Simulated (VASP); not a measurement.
Write the native input for VASP 6.6.1 that does the following.

```yaml
Task: single point
Functional: PBE
Potentials_or_basis: VASP PAW PBE potentials, release 64 (Ta_pv, N)
Cutoff: 520 eV
k_mesh: 18 × 18 × 18
Occupations: gaussian, width 0.15 eV
Spin: no spin polarisation
Dipole_correction: no
Further_INCAR_settings: ALGO = Normal; EDIFF = 1e-06; NBANDS = 15
```

The structure of TaN lies in POSCAR:

```
TaN
1.0
    0.0000000000      2.2334750000      2.2879500000
    2.2334750000      0.0000000000      2.2879500000
    2.2334750000      2.2334750000      0.0000000000
Ta N
1 1
Direct
    0.5000000000      0.5000000000      0.5000000000
    0.0000000000      0.0000000000      0.0000000000
```

This cell differs from its parent crystal: strain +0.025 along x and y, +0.050 along z.

These files were run (other wordings do the same):

INCAR

```
SYSTEM = TaN
PREC = Accurate ; ENCUT = 520
EDIFF = 1E-6 ; ISMEAR = 0
SIGMA = 0.15 ; LREAL = .FALSE.
LASPH = .TRUE. ; NELM = 60
ALGO = Normal ; ISIF = 2
LWAVE = .FALSE. ; LCHARG = .FALSE.
GGA = PE ; NBANDS = 15
```

KPOINTS

```
Automatic mesh
0
G
  18 18 18
  0 0 0
```

Potentials or basis: VASP PAW PBE potentials, release 64 (Ta_pv, N).

Launch:

```bash
$ cat potpaw_PBE.64/Ta_pv/POTCAR potpaw_PBE.64/N/POTCAR > POTCAR
$ mpirun -np 1 vasp_std > vasp.out
```

Results of the run:

| Property | Result |
| --- | --- |
| Pressure | -15.7 GPa |
| Band gap on the k mesh | zero (band 8 reaches 10.37 eV, above the bottom of band 9 at 6.93 eV) |

Caveat: the cell differs from its parent crystal (strain +0.025 along x and y, +0.050 along z); spin-orbit coupling is left out, which moves the levels of the heavy elements.

It took 110 s on 1 thread of AMD EPYC 7R13 Processor (Zen 3) (shared host), peak memory 0.25 GiB.
